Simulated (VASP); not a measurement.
# TiAl (Pm-3m) in VASP: single point with r2SCAN

Aim: the single point of TiAl with r2SCAN.

Everything below comes from runs of VASP 6.6.1. Logs are shortened: lines on timing, memory, paths and dates and some standing lists are left out, and cuts for length are marked.

**1. The cell of the first run**

Symmetry: Pm-3m, No. 221, cubic system. Conventional cell: a = 3.171 Å, b = 3.171 Å, c = 3.171 Å, α = 90.00°, β = 90.00°, γ = 90.00°. Within 3.6 Å of Ti (site symmetry m-3m) lie 8 Al at 2.75 Å and 6 Ti at 3.17 Å. Within 3.6 Å of Al (site symmetry m-3m) lie 8 Ti at 2.75 Å and 6 Al at 3.17 Å.

**2. Single point, r2SCAN**

Contents of POSCAR:

```
TiAl
1.0
   -3.1713456452      3.1713456452      3.1713456452
    3.1713456452     -3.1713456452      3.1713456452
    3.1713456452      3.1713456452     -3.1713456452
Ti Al
4 4
Direct
    0.5000000000      0.0000000000      0.5000000000
    0.0000000000      0.5000000000      0.5000000000
    0.0000000000      0.0000000000      0.0000000000
    0.5000000000      0.5000000000      0.0000000000
    0.5000000000      0.5000000000      0.5000000000
    0.0000000000      0.0000000000      0.5000000000
    0.0000000000      0.5000000000      0.0000000000
    0.5000000000      0.0000000000      0.0000000000
```

Contents of INCAR.step1:

```
PREC = Accurate ; ENCUT = 520
ISMEAR = 0 ; SIGMA = 0.15
LREAL = False ; LASPH = True
NELM = 60 ; NBANDS = 40
GGA = PE ; ALGO = Normal
EDIFF = 1E-4 ; LWAVE = True
LCHARG = False
```

Contents of INCAR.step2:

```
PREC = Accurate ; ENCUT = 520
EDIFF = 1E-7 ; ISMEAR = 0
SIGMA = 0.15 ; LREAL = False
LASPH = True ; NELM = 60
ALGO = Normal ; ISIF = 2
LWAVE = False ; LCHARG = False
METAGGA = R2SCAN ; LMIXTAU = True
NBANDS = 40 ; ISTART = 1
```

Contents of KPOINTS:

```
regular mesh
0
Gamma
  14 14 14
```

Potentials or basis: VASP PAW PBE potentials, release 64 (Ti_sv, Al).

Launch:

```bash
> cat potpaw_PBE.64/Ti_sv/POTCAR potpaw_PBE.64/Al/POTCAR > POTCAR
> cp INCAR.step1 INCAR
> mpirun -np 1 vasp_std > vasp.out
> cp INCAR.step2 INCAR
> mpirun -np 1 vasp_std > vasp.out
```

OUTCAR:

```text
PREC = Accurate
   ENCUT = 520
   EDIFF = 1E-7
   ISMEAR = 0
   LREAL = False
   LASPH = True
   NELM = 60
   ISIF = 2
   METAGGA = R2SCAN
   ISTART = 1

 ion  position               nearest neighbor table
   1  0.500  0.000  0.500-   5 2.75   6 2.75   7 2.75   8 2.75   8 2.75   5 2.75   6 2.75   7 2.75

   2  0.000  0.500  0.500-   5 2.75   6 2.75   7 2.75   8 2.75   7 2.75   6 2.75   5 2.75   8 2.75

   3  0.000  0.000  0.000-   5 2.75   6 2.75   7 2.75   8 2.75   6 2.75   7 2.75   8 2.75   5 2.75

   4  0.500  0.500  0.000-   5 2.75   6 2.75   7 2.75   8 2.75   5 2.75   8 2.75   7 2.75   6 2.75

   5  0.500  0.500  0.500-   1 2.75   2 2.75   3 2.75   4 2.75   4 2.75   1 2.75   2 2.75   3 2.75
                             7 3.17   8 3.17   8 3.17   7 3.17   6 3.17   6 3.17
   6  0.000  0.000  0.500-   1 2.75   2 2.75   3 2.75   4 2.75   3 2.75   2 2.75   1 2.75   4 2.75
                             7 3.17   7 3.17   8 3.17   8 3.17   5 3.17   5 3.17
   7  0.000  0.500  0.000-   1 2.75   2 2.75   3 2.75   4 2.75   2 2.75   3 2.75   4 2.75   1 2.75
                             6 3.17   6 3.17   8 3.17   5 3.17   8 3.17   5 3.17
   8  0.500  0.000  0.000-   1 2.75   2 2.75   3 2.75   4 2.75   1 2.75   4 2.75   3 2.75   2 2.75
                             6 3.17   5 3.17   7 3.17   6 3.17   7 3.17   5 3.17

  LATTYP: Found a body centered cubic cell.
 ALAT       =     6.3426912904

  Lattice vectors:

 A1 = (  -3.1713456452,   3.1713456452,   3.1713456452)
 A2 = (   3.1713456452,  -3.1713456452,   3.1713456452)
 A3 = (   3.1713456452,   3.1713456452,  -3.1713456452)

Analysis of symmetry for initial positions (statically):
=====================================================================
 Subroutine PRICEL returns following result:

  LATTYP: Found a simple cubic cell.
 ALAT       =     3.1713456452

  Lattice vectors:

 A1 = (   0.0000000000,   3.1713456452,   0.0000000000)
 A2 = (   3.1713456452,   0.0000000000,   0.0000000000)
 A3 = (   0.0000000000,   0.0000000000,  -3.1713456452)

   4 primitive cells build up your supercell.

 Routine SETGRP: Setting up the symmetry group for a
 body centered cubic supercell.

 Subroutine GETGRP returns: Found 48 space group operations
 (whereof 48 operations were pure point group operations)
 out of a pool of 48 trial point group operations.

The static configuration has the point symmetry O_h .

Analysis of symmetry for dynamics (positions and initial velocities):
=====================================================================
 Subroutine PRICEL returns following result:

  LATTYP: Found a simple cubic cell.
 ALAT       =     3.1713456452

  Lattice vectors:

 A1 = (   0.0000000000,   3.1713456452,   0.0000000000)
 A2 = (   3.1713456452,   0.0000000000,   0.0000000000)
 A3 = (   0.0000000000,   0.0000000000,  -3.1713456452)

   4 primitive cells build up your supercell.

 Routine SETGRP: Setting up the symmetry group for a
 body centered cubic supercell.

 Subroutine GETGRP returns: Found 48 space group operations
 (whereof 48 operations were pure point group operations)
 out of a pool of 48 trial point group operations.

The dynamic configuration has the point symmetry O_h .

 Subroutine INISYM returns: Found 48 space group operations
 (whereof 48 operations are pure point group operations),
 and found     4 'primitive' translations

----------------------------------------------------------------------------------------

                                     Primitive cell

  volume of cell :      31.8956

  direct lattice vectors                    reciprocal lattice vectors
     0.000000000  3.171345645  0.000000000     0.000000000  0.315323560  0.000000000
     3.171345645  0.000000000  0.000000000     0.315323560  0.000000000  0.000000000
     0.000000000  0.000000000 -3.171345645     0.000000000  0.000000000 -0.315323560

  length of vectors
     3.171345645  3.171345645  3.171345645     0.315323560  0.315323560  0.315323560

  position of ions in fractional coordinates (direct lattice)
     1.000000000  0.000000000  0.000000000
     0.500000000  0.500000000  0.500000000

  ion indices of the primitive-cell ions
   primitive index   ion index
                 1           1
                 2           5

----------------------------------------------------------------------------------------

 KPOINTS: regular mesh

Automatic generation of k-mesh.
 Grid dimensions read from file:
 generate k-points for:   14   14   14

 Generating k-lattice:

  Cartesian coordinates                     Fractional coordinates (reciprocal lattice)
     0.000000000  0.011261556  0.011261556     0.071428571  0.000000000  0.000000000
     0.011261556  0.000000000  0.011261556     0.000000000  0.071428571  0.000000000
     0.011261556  0.011261556  0.000000000     0.000000000  0.000000000  0.071428571

  Length of vectors
     0.015926245  0.015926245  0.015926245

  Shift w.r.t. Gamma in fractional coordinates (k-lattice)
     0.000000000  0.000000000  0.000000000

 Subroutine IBZKPT returns following result:
 ===========================================

 Found    104 irreducible k-points:

 Following reciprocal coordinates:
            Coordinates               Weight
  0.000000  0.000000  0.000000      1.000000
  0.071429  0.000000  0.000000     12.000000
  0.142857  0.000000  0.000000     12.000000
  0.214286  0.000000  0.000000     12.000000
  0.285714  0.000000  0.000000     12.000000
  0.357143  0.000000  0.000000     12.000000
[... 16 lines left out ...]
  0.285714  0.285714  0.000000     24.000000
  0.357143  0.285714  0.000000     24.000000
 [... further k-points ...]
   k-points           NKPTS =    104   k-points in BZ     NKDIM =    104   number of bands    NBANDS=     40
   number of dos      NEDOS =    301   number of ions     NIONS =      8
   total plane-waves  NPLWV =  74088
   dimension x,y,z NGX =    42 NGY =   42 NGZ =   42
   dimension x,y,z NGXF=    84 NGYF=   84 NGZF=   84
   ions per type =               4   4
   NGX,Y,Z   is equivalent  to a cutoff of  12.71, 12.71, 12.71 a.u.
   NGXF,Y,Z  is equivalent  to a cutoff of  25.42, 25.42, 25.42 a.u.
 SYSTEM =  unknown system
   PREC   = accura    normal or accurate (medium, high low for compatibility)
   ISTART =      1    job   : 0-new  1-cont  2-samecut
   ICHARG =      0    charge: 1-file 2-atom 10-const
   ISPIN  =      1    spin polarized calculation?
   LNONCOLLINEAR =      F non collinear calculations
   LSORBIT =      F    spin-orbit coupling
   LASPH  =      T    aspherical Exc in radial PAW
   ENCUT  =  520.0 eV  38.22 Ry    6.18 a.u.  10.21 10.21 10.21*2*pi/ulx,y,z
   NELM   =     60;   NELMIN=  2; NELMDL=  0     # of ELM steps
   EDIFF  = 0.1E-06   stopping-criterion for ELM
   LREAL  =      F    real-space projection
   EDIFFG = 0.1E-05   stopping-criterion for IOM
   NSW    =      0    number of steps for IOM
   IBRION =     -1    ionic relax: 0-MD 1-quasi-New 2-CG
   NFREE  =      0    steps in history (QN), initial steepest desc. (CG)
   ISIF   =      2    stress and relaxation
   ISYM   =      2    0-nonsym 1-usesym 2-fastsym
   POTIM  = 0.5000    time-step for ionic-motion
   TEBEG  =    0.0;   TEEND  =   0.0 temperature during run
   PSTRESS=    0.0 pullay stress
   NELECT =      60.0000    total number of electrons
   NUPDOWN=      -1.0000    fix difference up-down
   EMIN   =  10.00;   EMAX   =-10.00  energy-range for DOS
   EFERMI =   0.00;   METHOD = LEGACY
   ISMEAR =     0;   SIGMA  =   0.15  broadening in eV -4-tet -1-fermi 0-gaus
   EFERMI_NEDOS =   21; number of points for ismear=-14 and -15
   IALGO  =     38    algorithm
   IMIX   =      4    mixing-type and parameters
     AMIX     =   0.40;   BMIX     =  1.00
     AMIX_MAG =   1.60;   BMIX_MAG =  1.00
  volume/ion in A,a.u.               =      15.95       107.62
  Fermi-wavevector in a.u.,A,eV,Ry     =   1.273098  2.405805 22.052014  1.620777
  Thomas-Fermi vector in A             =   2.405940
   LORBIT       =      0    0 simple, 1 ext, 2 COOP (PROOUT), +10 PAW based schemes
   METAGGA = R2SCAN    functional components
   LHFCALC =     F    Hartree Fock is set to
   AEXX    =    0.0000 exact exchange contribution
   IVDW    =     0    specifies the selected vdW correction
   LEPSILON=     F    determine dielectric tensor
   LRPA    =     F    only Hartree local field effects (RPA)
 non-spin polarized calculation
 Gauss-broadening in eV      SIGMA  =   0.15
  energy-cutoff  :      520.00
  volume of cell :      127.58
 maximum number of plane-waves:      3468
 NGX is ok and might be reduce to    42
   NGX = 21   NGY = 21   NGZ = 21

 number of electron      60.0000001 magnetization

 Free energy of the ion-electron system (eV)
  ---------------------------------------------------
  ext. energy  EPLUGINS =         0.00000000
  ---------------------------------------------------
  free energy    TOTEN  =       -81.28820821 eV

  energy without entropy =      -81.20118495  energy(sigma->0) =      -81.24469658

 E-fermi :   8.9208     XC(G=0): -11.9344

 val. band max:        8.9191247875   @ k =  -0.3571   0.4286   0.0714
 cond. band min:       8.9215328345   @ k =   0.2857   0.1429   0.0714
 fundamental gap:      0.0024080470
 Fermi energy:         8.9207517878

 k-point     1 :       0.0000    0.0000    0.0000
  band No.  band energies     occupation
      1     -50.3508      2.00000
      2     -50.3182      2.00000
      3     -50.3182      2.00000
      4     -50.3182      2.00000
      5     -25.6666      2.00000
      6     -25.6666      2.00000
[... 32 lines left out ...]
     39      10.9771      0.00000
     40      10.9772      0.00000

 k-point     2 :       0.0714    0.0000    0.0000
  band No.  band energies     occupation
      1     -50.3504      2.00000
      2     -50.3185      2.00000
      3     -50.3181      2.00000
      4     -50.3181      2.00000
      5     -25.6667      2.00000
      6     -25.6667      2.00000
[... 935 lines left out ...]
     39      10.0844      0.00000
     40      10.3084      0.00000

 k-point    24 :       0.3571    0.2857    0.0000
  band No.  band energies     occupation
      1     -50.3313      2.00000
      2     -50.3313      2.00000
      3     -50.3282      2.00000
      4     -50.3143      2.00000
      5     -25.6447      2.00000
      6     -25.6297      2.00000
[... 32 lines left out ...]
     39      10.1892      0.00000
     40      10.1892      0.00000

 [... further k-points ...]

------------------------ aborting loop because EDIFF is reached ----------------------------------------

  FORCE on cell =-STRESS in cart. coord.  units (eV):
  Direction    XX          YY          ZZ          XY          YZ          ZX
  --------------------------------------------------------------------------------------
  -------------------------------------------------------------------------------------
  Total        0.1585150      0.1585150      0.1585150     -0.0000000     -0.0000000     -0.0000000
  in kB        1.9906283      1.9906283      1.9906283     -0.0000000     -0.0000000     -0.0000000
  external PRESSURE =       1.9906283 kB  Pullay stress =       0.0000000 kB

 VOLUME and BASIS-vectors are now :
 -----------------------------------------------------------------------------
  energy-cutoff  :      520.00
  volume of cell :      127.58
      direct lattice vectors                 reciprocal lattice vectors
    -3.171345645  3.171345645  3.171345645     0.000000000  0.157661780  0.157661780
     3.171345645 -3.171345645  3.171345645     0.157661780  0.000000000  0.157661780
     3.171345645  3.171345645 -3.171345645     0.157661780  0.157661780  0.000000000

 POSITION                                       TOTAL-FORCE (eV/Angst)
 -----------------------------------------------------------------------------------
      0.00000      3.17135      0.00000        -0.000000     -0.000000      0.000000
      3.17135      0.00000      0.00000        -0.000000      0.000000      0.000000
      0.00000      0.00000      0.00000        -0.000000     -0.000000     -0.000000
      0.00000      0.00000      3.17135         0.000000      0.000000     -0.000000
      1.58567      1.58567      1.58567        -0.000000     -0.000000     -0.000000
      1.58567      1.58567     -1.58567        -0.000000      0.000000      0.000000
      1.58567     -1.58567      1.58567         0.000000      0.000000     -0.000000
     -1.58567      1.58567      1.58567         0.000000     -0.000000     -0.000000
 -----------------------------------------------------------------------------------
    total drift:                               -0.000000     -0.000000      0.000000

  FREE ENERGIE OF THE ION-ELECTRON SYSTEM (eV)
  ---------------------------------------------------
  free  energy   TOTEN  =       -81.2882082079 eV

  energy  without entropy=      -81.2011849514  energy(sigma->0) =      -81.24469658
```

Wall time 25 min (1 thread of Intel Xeon 6975P-C (Granite Rapids), shared host); peak memory 0.56 GiB.

Results:

* Free energy: -81.2882 eV
* Pressure: 0.2 GPa
* Band gap on the k mesh: zero (bands 30 and 31 overlap by 1.92 eV)

Levels at points of the mesh, in eV from the Fermi level:
```csv
k point,band 26,band 27,band 28,band 29,band 30,band 31,band 32,band 33,band 34,band 35
"(0.00, 0.00, 0.00)",-2.42,-1.65,-1.65,-1.65,-1.65,-1.65,0.87,0.87,0.87,0.87
"(0.50, 0.00, 0.00)",-2.05,-1.91,-1.91,0.10,0.10,0.14,0.14,0.60,0.60,1.00
"(0.50, 0.50, 0.50)",-0.67,-0.67,-0.67,0.28,0.28,0.28,0.28,0.28,0.28,0.96
```

Caveat: the PAW data sets were made with another functional, which shifts forces and pressure a little.
